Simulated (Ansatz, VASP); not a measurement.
# Two plane-wave programs on Ga3Ir2

```
Ga Ir
1.0
     4.68694    0.00000    0.00000
     0.00000    4.68694    0.00000
     0.00000    0.00000    4.68694
Ga Ir
3 2
Direct
  0.00000 0.50000 0.50000
  0.50000 0.00000 0.50000
  0.50000 0.50000 0.00000
  0.50000 0.50000 0.50000
  0.00000 0.00000 0.00000
```

Alike in both runs: functional PBE; k mesh 4 × 4 × 4; occupations gaussian, width 0.1 eV; no spin polarisation.

Ansatz relaxed the structure, and its values are those at the end. VASP's run is a single point on that final structure, the one shown.

```csv
,VASP,Ansatz
version,VASP 6.6.1,Ansatz 0.2.0
potentials or method,"VASP PAW PBE potentials, release 64 (Ga_d, Ir), cutoff 520 eV","scalar-relativistic, plane waves, PAW"
valence electrons in the cell,57,73
```

Ansatz gave:

| Property | Result |
| --- | --- |
| gap on the k mesh at the Fermi level (eV) | none |
| pressure (GPa) | -0.1 |

Task: Which values does VASP return?

Result: gap on the k mesh at the Fermi level (eV): none; pressure (GPa): 0.1.

A gap of «none» marks a metal or a gap that the smearing closes. VASP's potentials hold 57 valence electrons a cell and Ansatz's 73, so a difference there can come from the potentials and not from the codes.

Neither program's run includes spin-orbit coupling.
